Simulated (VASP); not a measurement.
# ZnS (Cm) in VASP: notebook

Runs on ZnS. Level: r2SCAN. Tasks: single point.

Program: VASP 6.6.1. These are calculated values, not measurements. Logs are shortened: lines on timing, memory, paths and dates and some standing lists are left out, and cuts for length are marked.

## 1. The cell of the first run

Symmetry: Cm, No. 8, monoclinic system. The conventional cell has a = 7.621 Å, b = 7.621 Å, c = 5.389 Å, α = 90.00°, β = 90.00°, γ = 90.00°. Within 2.9 Å of Zn (site symmetry m) lie 4 S at 2.19 to 2.48 Å. Within 3.1 Å of Zn (site symmetry m) lie 4 S at 2.33 Å. Zn (site symmetry 1) has 4 S at 2.33 Å within 3.1 Å. S (site symmetry m) has 4 Zn at 2.19 to 2.33 Å within 2.9 Å. S (site symmetry m) has 4 Zn at 2.33 to 2.48 Å within 3.1 Å. Within 3.1 Å of S (site symmetry 1) lie 4 Zn at 2.33 to 2.34 Å.

## 2. Single point, r2SCAN (atom 1 (Zn) moved +0.180 Å towards its neighbour atom 2 (Zn) at 3.811 Å)

Contents of POSCAR:

```
ZnS
1.0
    5.3890263884      0.0000000000      0.0000000000
    0.0000000000     -5.3890263884      0.0000000000
    0.0000000000      0.0000000000     -5.3890263884
Zn S
4 4
Direct
   -0.0236182218     -0.0236182218      0.0000000000
    0.5000000000      0.5000000000      0.0000000000
    0.5000000000      0.0000000000      0.5000000000
    0.0000000000      0.5000000000      0.5000000000
    0.7500000000      0.7500000000      0.7500000000
    0.2500000000      0.2500000000      0.7500000000
    0.2500000000      0.7500000000      0.2500000000
    0.7500000000      0.2500000000      0.2500000000
```

Contents of INCAR.step1:

```
PREC = Accurate
ENCUT = 520
ISMEAR = 0
SIGMA = 0.05
LREAL = False
LASPH = True
NELM = 60
NBANDS = 46
GGA = PE
ALGO = Normal
EDIFF = 1E-4
LWAVE = True
LCHARG = False
```

Contents of INCAR.step2:

```
PREC = Accurate
ENCUT = 520
EDIFF = 1E-6
ISMEAR = 0
SIGMA = 0.05
LREAL = False
LASPH = True
NELM = 60
ALGO = Normal
ISIF = 2
LWAVE = False
LCHARG = False
METAGGA = R2SCAN
LMIXTAU = True
NBANDS = 46
ISTART = 1
```

Contents of KPOINTS:

```
Automatic mesh
0
Gamma
  4 4 4
```

Potentials or basis: VASP PAW PBE potentials, release 64 (Zn, S).

The run is started by

```bash
$ cat potpaw_PBE.64/Zn/POTCAR potpaw_PBE.64/S/POTCAR > POTCAR
$ cp INCAR.step1 INCAR
$ mpirun -np 1 vasp_std > vasp.out
$ cp INCAR.step2 INCAR
$ mpirun -np 1 vasp_std > vasp.out
```

OUTCAR:

```text
PREC = Accurate
   ENCUT = 520
   EDIFF = 1E-6
   ISMEAR = 0
   LREAL = False
   LASPH = True
   NELM = 60
   ISIF = 2
   METAGGA = R2SCAN
   ISTART = 1

 ion  position               nearest neighbor table
   1  0.976  0.976  0.000-   5 2.19   7 2.34   8 2.34   6 2.48
   2  0.500  0.500  0.000-   5 2.33   6 2.33   7 2.33   8 2.33
   3  0.500  0.000  0.500-   5 2.33   6 2.33   7 2.33   8 2.33
   4  0.000  0.500  0.500-   5 2.33   6 2.33   7 2.33   8 2.33
   5  0.750  0.750  0.750-   1 2.19   2 2.33   3 2.33   4 2.33
   6  0.250  0.250  0.750-   2 2.33   3 2.33   4 2.33   1 2.48
   7  0.250  0.750  0.250-   2 2.33   3 2.33   4 2.33   1 2.34
   8  0.750  0.250  0.250-   2 2.33   3 2.33   4 2.33   1 2.34

  LATTYP: Found a simple cubic cell.
 ALAT       =     5.3890263884

  Lattice vectors:

 A1 = (   5.3890263884,   0.0000000000,   0.0000000000)
 A2 = (   0.0000000000,  -5.3890263884,   0.0000000000)
 A3 = (   0.0000000000,   0.0000000000,  -5.3890263884)

Analysis of symmetry for initial positions (statically):
=====================================================================
 Subroutine PRICEL returns:
 Original cell was already a primitive cell.

 Routine SETGRP: Setting up the symmetry group for a
 simple cubic supercell.

 Subroutine GETGRP returns: Found  2 space group operations
 (whereof  2 operations were pure point group operations)
 out of a pool of 48 trial point group operations.

The static configuration has the point symmetry C_1h.

Analysis of symmetry for dynamics (positions and initial velocities):
=====================================================================
 Subroutine PRICEL returns:
 Original cell was already a primitive cell.

 Routine SETGRP: Setting up the symmetry group for a
 simple cubic supercell.

 Subroutine GETGRP returns: Found  2 space group operations
 (whereof  2 operations were pure point group operations)
 out of a pool of 48 trial point group operations.

The dynamic configuration has the point symmetry C_1h.

 Subroutine INISYM returns: Found  2 space group operations
 (whereof  2 operations are pure point group operations),
 and found     1 'primitive' translations

----------------------------------------------------------------------------------------

                                     Primitive cell

  volume of cell :     156.5060

  direct lattice vectors                    reciprocal lattice vectors
     5.389026388  0.000000000  0.000000000     0.185562276  0.000000000  0.000000000
     0.000000000 -5.389026388  0.000000000     0.000000000 -0.185562276  0.000000000
     0.000000000  0.000000000 -5.389026388     0.000000000  0.000000000 -0.185562276

  length of vectors
     5.389026388  5.389026388  5.389026388     0.185562276  0.185562276  0.185562276

  position of ions in fractional coordinates (direct lattice)
     0.976381778  0.976381778  0.000000000
     0.500000000  0.500000000  0.000000000
     0.500000000  0.000000000  0.500000000
     0.000000000  0.500000000  0.500000000
     0.750000000  0.750000000  0.750000000
     0.250000000  0.250000000  0.750000000
     0.250000000  0.750000000  0.250000000
     0.750000000  0.250000000  0.250000000

  ion indices of the primitive-cell ions
   primitive index   ion index
                 1           1
                 2           2
                 3           3
                 4           4
                 5           5
                 6           6
                 7           7
                 8           8

----------------------------------------------------------------------------------------

 KPOINTS: Automatic mesh

Automatic generation of k-mesh.
 Grid dimensions read from file:
 generate k-points for:    4    4    4

 Generating k-lattice:

  Cartesian coordinates                     Fractional coordinates (reciprocal lattice)
     0.046390569  0.000000000  0.000000000     0.250000000  0.000000000  0.000000000
     0.000000000 -0.046390569  0.000000000     0.000000000  0.250000000  0.000000000
     0.000000000  0.000000000 -0.046390569     0.000000000  0.000000000  0.250000000

  Length of vectors
     0.046390569  0.046390569  0.046390569

  Shift w.r.t. Gamma in fractional coordinates (k-lattice)
     0.000000000  0.000000000  0.000000000

 Subroutine IBZKPT returns following result:
 ===========================================

 Found     24 irreducible k-points:

 Following reciprocal coordinates:
            Coordinates               Weight
  0.000000  0.000000  0.000000      1.000000
  0.250000  0.000000  0.000000      4.000000
  0.000000  0.000000  0.250000      2.000000
  0.500000  0.000000  0.000000      2.000000
  0.000000  0.000000  0.500000      1.000000
  0.250000  0.250000  0.000000      2.000000
[... 16 lines left out ...]
  0.250000  0.500000  0.500000      4.000000
  0.500000  0.500000  0.500000      1.000000
   k-points           NKPTS =     24   k-points in BZ     NKDIM =     24   number of bands    NBANDS=     46
   number of dos      NEDOS =    301   number of ions     NIONS =      8
   total plane-waves  NPLWV =  64000
   dimension x,y,z NGX =    40 NGY =   40 NGZ =   40
   dimension x,y,z NGXF=    80 NGYF=   80 NGZF=   80
   ions per type =               4   4
   NGX,Y,Z   is equivalent  to a cutoff of  12.34, 12.34, 12.34 a.u.
   NGXF,Y,Z  is equivalent  to a cutoff of  24.68, 24.68, 24.68 a.u.
 SYSTEM =  unknown system
   PREC   = accura    normal or accurate (medium, high low for compatibility)
   ISTART =      1    job   : 0-new  1-cont  2-samecut
   ICHARG =      0    charge: 1-file 2-atom 10-const
   ISPIN  =      1    spin polarized calculation?
   LNONCOLLINEAR =      F non collinear calculations
   LSORBIT =      F    spin-orbit coupling
   LASPH  =      T    aspherical Exc in radial PAW
   ENCUT  =  520.0 eV  38.22 Ry    6.18 a.u.  10.02 10.02 10.02*2*pi/ulx,y,z
   NELM   =     60;   NELMIN=  2; NELMDL=  0     # of ELM steps
   EDIFF  = 0.1E-05   stopping-criterion for ELM
   LREAL  =      F    real-space projection
   EDIFFG = 0.1E-04   stopping-criterion for IOM
   NSW    =      0    number of steps for IOM
   IBRION =     -1    ionic relax: 0-MD 1-quasi-New 2-CG
   NFREE  =      0    steps in history (QN), initial steepest desc. (CG)
   ISIF   =      2    stress and relaxation
   ISYM   =      2    0-nonsym 1-usesym 2-fastsym
   POTIM  = 0.5000    time-step for ionic-motion
   TEBEG  =    0.0;   TEEND  =   0.0 temperature during run
   PSTRESS=    0.0 pullay stress
   NELECT =      72.0000    total number of electrons
   NUPDOWN=      -1.0000    fix difference up-down
   EMIN   =  10.00;   EMAX   =-10.00  energy-range for DOS
   EFERMI =   0.00;   METHOD = LEGACY
   ISMEAR =     0;   SIGMA  =   0.05  broadening in eV -4-tet -1-fermi 0-gaus
   EFERMI_NEDOS =   21; number of points for ismear=-14 and -15
   IALGO  =     38    algorithm
   IMIX   =      4    mixing-type and parameters
     AMIX     =   0.40;   BMIX     =  1.00
     AMIX_MAG =   1.60;   BMIX_MAG =  1.00
  volume/ion in A,a.u.               =      19.56       132.02
  Fermi-wavevector in a.u.,A,eV,Ry     =   1.263791  2.388219 21.730795  1.597168
  Thomas-Fermi vector in A             =   2.397130
   LORBIT       =      0    0 simple, 1 ext, 2 COOP (PROOUT), +10 PAW based schemes
   METAGGA = R2SCAN    functional components
   LHFCALC =     F    Hartree Fock is set to
   AEXX    =    0.0000 exact exchange contribution
   IVDW    =     0    specifies the selected vdW correction
   LEPSILON=     F    determine dielectric tensor
   LRPA    =     F    only Hartree local field effects (RPA)
 non-spin polarized calculation
 Gauss-broadening in eV      SIGMA  =   0.05
  energy-cutoff  :      520.00
  volume of cell :      156.51
 maximum number of plane-waves:      4238
   NGX = 21   NGY = 21   NGZ = 21

 number of electron      72.0000081 magnetization

 Free energy of the ion-electron system (eV)
  ---------------------------------------------------
  ext. energy  EPLUGINS =         0.00000000
  ---------------------------------------------------
  free energy    TOTEN  =       -75.34753775 eV

  energy without entropy =      -75.34753775  energy(sigma->0) =      -75.34753775

 E-fermi :   2.1598     XC(G=0): -10.3253

 val. band max:        1.9494079759   @ k =   0.0000   0.0000   0.0000
 cond. band min:       4.6074464877   @ k =   0.0000   0.0000   0.0000
 fundamental gap:      2.6580385118
 Fermi energy:         2.1598407277

 k-point     1 :       0.0000    0.0000    0.0000
  band No.  band energies     occupation
      1     -11.8687      2.00000
      2     -10.7361      2.00000
      3     -10.5368      2.00000
      4     -10.3481      2.00000
      5      -4.7602      2.00000
      6      -4.6902      2.00000
[... 38 lines left out ...]
     45       8.8158      0.00000
     46       8.8563      0.00000

 k-point     2 :       0.2500    0.0000    0.0000
  band No.  band energies     occupation
      1     -11.7166      2.00000
      2     -10.8301      2.00000
      3     -10.6216      2.00000
      4     -10.3742      2.00000
      5      -4.7515      2.00000
      6      -4.6605      2.00000
[... 38 lines left out ...]
     45       9.4680      0.00000
     46       9.5001      0.00000

 k-point     3 :       0.0000    0.0000    0.2500
  band No.  band energies     occupation
      1     -11.7121      2.00000
      2     -10.8760      2.00000
      3     -10.5337      2.00000
      4     -10.4211      2.00000
      5      -4.7399      2.00000
      6      -4.6577      2.00000
[... 1018 lines left out ...]
     45       9.5345      0.00000
     46       9.7115      0.00000

 k-point    24 :       0.5000    0.5000    0.5000
  band No.  band energies     occupation
      1     -11.1757      2.00000
      2     -10.8617      2.00000
      3     -10.8600      2.00000
      4     -10.6034      2.00000
      5      -4.6557      2.00000
      6      -4.5703      2.00000
[... 38 lines left out ...]
     45       9.3006      0.00000
     46       9.3154      0.00000

------------------------ aborting loop because EDIFF is reached ----------------------------------------

  FORCE on cell =-STRESS in cart. coord.  units (eV):
  Direction    XX          YY          ZZ          XY          YZ          ZX
  --------------------------------------------------------------------------------------
  -------------------------------------------------------------------------------------
  Total        0.3151673      0.3151673      0.5344968     -0.3715392      0.7861829     -0.7861857
  in kB        3.2264196      3.2264196      5.4717315     -3.8035077      8.0482827     -8.0483119
  external PRESSURE =       3.9748569 kB  Pullay stress =       0.0000000 kB

 VOLUME and BASIS-vectors are now :
 -----------------------------------------------------------------------------
  energy-cutoff  :      520.00
  volume of cell :      156.51
      direct lattice vectors                 reciprocal lattice vectors
     5.389026388  0.000000000  0.000000000     0.185562276  0.000000000  0.000000000
     0.000000000 -5.389026388  0.000000000     0.000000000 -0.185562276  0.000000000
     0.000000000  0.000000000 -5.389026388     0.000000000  0.000000000 -0.185562276

 POSITION                                       TOTAL-FORCE (eV/Angst)
 -----------------------------------------------------------------------------------
      5.26175     -5.26175      0.00000         0.944841     -0.944841     -0.396637
      2.69451     -2.69451      0.00000        -0.161313      0.161313      0.006227
      2.69451      0.00000     -2.69451        -0.160270     -0.186782     -0.002861
      0.00000     -2.69451     -2.69451         0.186782      0.160270     -0.002861
      4.04177     -4.04177     -4.04177        -0.525875      0.525875      0.555843
      1.34726     -1.34726     -4.04177        -0.241467      0.241467     -0.208656
      1.34726     -4.04177     -1.34726        -0.047232     -0.004534      0.024473
      4.04177     -1.34726     -1.34726         0.004534      0.047232      0.024473
 -----------------------------------------------------------------------------------
    total drift:                                0.015854     -0.015854     -0.001992

  FREE ENERGIE OF THE ION-ELECTRON SYSTEM (eV)
  ---------------------------------------------------
  free  energy   TOTEN  =       -75.3475377484 eV

  energy  without entropy=      -75.3475377484  energy(sigma->0) =      -75.34753775
```

Wall time 5.6 min (1 thread of AMD EPYC 9R45 (Zen 5), shared host); peak memory 0.3 GiB.

What came out:

```yaml
Free_energy: -75.3475 eV
Pressure: 0.4 GPa
Largest_force: 1.394 eV/Å
Band_gap_on_the_k_mesh: 2.66 eV, direct
```

Forces in eV/Å, atoms in the order of the input:
```
Zn   0.945 -0.945 -0.397
Zn  -0.161  0.161  0.006
Zn  -0.160 -0.187 -0.003
Zn   0.187  0.160 -0.003
S   -0.526  0.526  0.556
S   -0.241  0.241 -0.209
S   -0.047 -0.005  0.024
S    0.005  0.047  0.024
```

Caveat: the cell differs from its parent crystal (atom 1 (Zn) moved +0.180 Å towards its neighbour atom 2 (Zn) at 3.811 Å); the PAW data sets were made with another functional, which shifts forces and pressure a little.

## 3. Single point, r2SCAN (atom 1 (Zn) moved +0.405 Å towards its neighbour atom 2 (Zn) at 3.811 Å)

Edit POSCAR of step 2 so:

```diff
@@ -8,3 +8,3 @@
 Direct
-   -0.0236182218     -0.0236182218      0.0000000000
+   -0.0531409991     -0.0531409991      0.0000000000
     0.5000000000      0.5000000000      0.0000000000
```

Contents of INCAR.step1:

```
ALGO     = Normal         # electronic algorithm
EDIFF    = 1E-4           # SCF threshold, eV
ENCUT    = 520            # plane-wave cutoff, eV
GGA      = PE             # functional
ISMEAR   = 0              # smearing method
LASPH    = True           # aspherical terms in the spheres
LCHARG   = False          # write CHGCAR
LREAL    = False          # projectors in reciprocal space
LWAVE    = True           # write WAVECAR
NBANDS   = 46             # bands
NELM     = 100            # most SCF steps
PREC     = Accurate       # precision mode
SIGMA    = 0.05           # smearing width, eV
```

Contents of INCAR.step2:

```
ALGO     = Normal         # electronic algorithm
EDIFF    = 1E-6           # SCF threshold, eV
ENCUT    = 520            # plane-wave cutoff, eV
ISIF     = 2              # what is computed and relaxed
ISMEAR   = 0              # smearing method
ISTART   = 1            
LASPH    = True           # aspherical terms in the spheres
LCHARG   = False          # write CHGCAR
LMIXTAU  = True         
LREAL    = False          # projectors in reciprocal space
LWAVE    = False          # write WAVECAR
METAGGA  = R2SCAN         # meta-GGA
NBANDS   = 46             # bands
NELM     = 100            # most SCF steps
PREC     = Accurate       # precision mode
SIGMA    = 0.05           # smearing width, eV
```

Contents of KPOINTS:

```
k-points
0
Gamma
  4 4 4
```

Potentials or basis: VASP PAW PBE potentials, release 64 (Zn, S).

The run is started by

```bash
$ cat potpaw_PBE.64/Zn/POTCAR potpaw_PBE.64/S/POTCAR > POTCAR
$ cp INCAR.step1 INCAR
$ mpirun -np 1 vasp_std > vasp.out
$ cp INCAR.step2 INCAR
$ mpirun -np 1 vasp_std > vasp.out
```

Wall time 6.4 min (1 thread of AMD EPYC 9R45 (Zen 5), shared host); peak memory 0.3 GiB.

It converged, with:

```
Free energy            : -74.8161 eV
Pressure               : 1.7 GPa
Largest force          : 4.151 eV/Å
Band gap on the k mesh : 2.49 eV, direct
```

Forces on the atoms (eV/Å):
```
Zn   2.499 -2.499 -2.176
Zn  -0.360  0.360  0.025
Zn  -0.348 -0.421 -0.014
Zn   0.421  0.348 -0.014
S   -1.788  1.788  2.209
S   -0.301  0.301 -0.250
S   -0.181 -0.059  0.110
S    0.059  0.181  0.110
```

Stress tensor (GPa, compression positive):
```
 1.26 -1.83 -2.31
-1.83  1.26  2.31
-2.31  2.31  2.72
```

Levels at points of the mesh, in eV from the valence-band top:
```tsv
k point	band 32	band 33	band 34	band 35	band 36	band 37	band 38	band 39	band 40	band 41
(0.00, 0.00, 0.00)	-2.26	-2.13	-0.17	-0.05	0.00	2.49	3.16	3.60	4.03	4.28
(0.50, 0.00, 0.00)	-2.43	-1.61	-1.57	-1.17	-1.04	4.41	4.72	5.04	5.27	5.71
(0.00, 0.00, 0.50)	-2.35	-1.39	-1.36	-1.34	-1.15	4.53	4.86	4.94	4.99	5.97
(0.50, 0.50, 0.00)	-2.28	-1.25	-1.02	-0.87	-0.83	5.21	5.25	5.26	5.29	6.50
(0.00, 0.50, 0.50)	-2.39	-1.35	-1.14	-0.89	-0.67	4.95	5.15	5.40	5.57	6.51
(0.50, 0.50, 0.50)	-1.06	-0.85	-0.83	-0.81	-0.50	3.58	3.66	3.74	3.90	6.74
```

Caveat: the cell differs from its parent crystal (atom 1 (Zn) moved +0.405 Å towards its neighbour atom 2 (Zn) at 3.811 Å); the PAW data sets were made with another functional, which shifts forces and pressure a little.
